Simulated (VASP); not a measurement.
A run of VASP 6.6.1 is set up as follows.

The input INCAR:

```
PREC     = Accurate       # precision mode
ENCUT    = 520            # plane-wave cutoff, eV
EDIFF    = 1E-7           # SCF threshold, eV
ISMEAR   = -1             # smearing method
SIGMA    = 0.05           # smearing width, eV
LREAL    = F              # projectors in reciprocal space
LASPH    = T              # aspherical terms in the spheres
NELM     = 100            # most SCF steps
ALGO     = Normal         # electronic algorithm
ISIF     = 2              # what is computed and relaxed
LWAVE    = F              # write WAVECAR
LCHARG   = F              # write CHGCAR
GGA      = PE             # functional
NBANDS   = 12             # bands
```

KPOINTS

```
Automatic mesh
0
Gamma
  14 14 14
```

POSCAR

```
Ti
1.0
   -1.6574100000      1.6410000000      1.6410000000
    1.6410000000     -1.6574100000      1.6410000000
    1.6410000000      1.6410000000     -1.6574100000
Ti
1
Direct
    0.0000000000      0.0000000000      0.0000000000
```

Potentials or basis: VASP PAW PBE potentials, release 64 (Ti_sv).

Launch:

```console
$ cat potpaw_PBE.64/Ti_sv/POTCAR > POTCAR
$ mpirun -np 1 vasp_std > vasp.out
```

What does it give for the band gap on the k mesh?

Zero (bands 6 and 7 overlap by 1.57 eV).

Predict the pressure.

-2.6 GPa.

Stress tensor (GPa, compression positive):
```
-2.62  0.37  0.37
 0.37 -2.62  0.37
 0.37  0.37 -2.62
```

Caveat: the cell differs from its parent crystal (equal xy, yz and zx shear strains of -1 %).
